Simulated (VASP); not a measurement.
Set up this calculation in VASP 6.6.1, as the native input.

```yaml
Task: single point
Functional: PBE
Potentials_or_basis: VASP PAW PBE potentials, release 64 (Sn_d, F)
Cutoff: 520 eV
k_mesh: 4 × 4 × 4
Occupations: gaussian, width 0.1 eV
Spin: no spin polarisation
Dipole_correction: no
Further_INCAR_settings: ALGO = Normal; EDIFF = 1e-06; NBANDS = 44
```

The structure of Sn2F lies in POSCAR:

```
Sn2F
1.0
    5.4213665014      0.0000000000      0.0000000000
    0.0000000000      5.4213665014      0.0000000000
    0.0000000000      0.0000000000      5.4213665014
Sn F
4 2
Direct
    0.2500000000      0.2500000000      0.2500000000
    0.2500000000      0.7500000000      0.7500000000
    0.7500000000      0.7500000000      0.2500000000
    0.7500000000      0.2500000000      0.7500000000
    0.0000000000      0.0000000000      0.0000000000
    0.5000000000      0.5000000000      0.5000000000
```

One way to write it, as run:

INCAR

```
SYSTEM = Sn2F
PREC     = Accurate       ! precision mode
ENCUT    = 520            ! plane-wave cutoff, eV
EDIFF    = 1E-6           ! SCF threshold, eV
ISMEAR   = 0              ! smearing method
SIGMA    = 0.1            ! smearing width, eV
LREAL    = .False.        ! projectors in reciprocal space
LASPH    = .True.         ! aspherical terms in the spheres
NELM     = 100            ! most SCF steps
ALGO     = Normal         ! electronic algorithm
ISIF     = 2              ! what is computed and relaxed
LWAVE    = .False.        ! write WAVECAR
LCHARG   = .True.         ! write CHGCAR
GGA      = PE             ! functional
LELF     = .True.         ! ELF
LVHAR    = .True.       
NBANDS   = 44             ! bands
```

KPOINTS

```
regular mesh
0
Gamma
  4 4 4
  0 0 0
```

Potentials or basis: VASP PAW PBE potentials, release 64 (Sn_d, F).

The run is started by

```bash
$ cat potpaw_PBE.64/Sn_d/POTCAR potpaw_PBE.64/F/POTCAR > POTCAR
$ mpirun -np 1 vasp_std > vasp.out
```

It gave:

```json
{
 "Pressure": "0.3 GPa",
 "Band gap on the k mesh": "zero (bands 35 and 36 overlap by 1.10 eV)"
}
```

Caveat: spin-orbit coupling is left out, which moves the levels of the heavy elements.

Run time: 84 s on 1 thread of Oxide Virtual Turin-like Processor, on a shared host, peak memory 0.22 GiB.
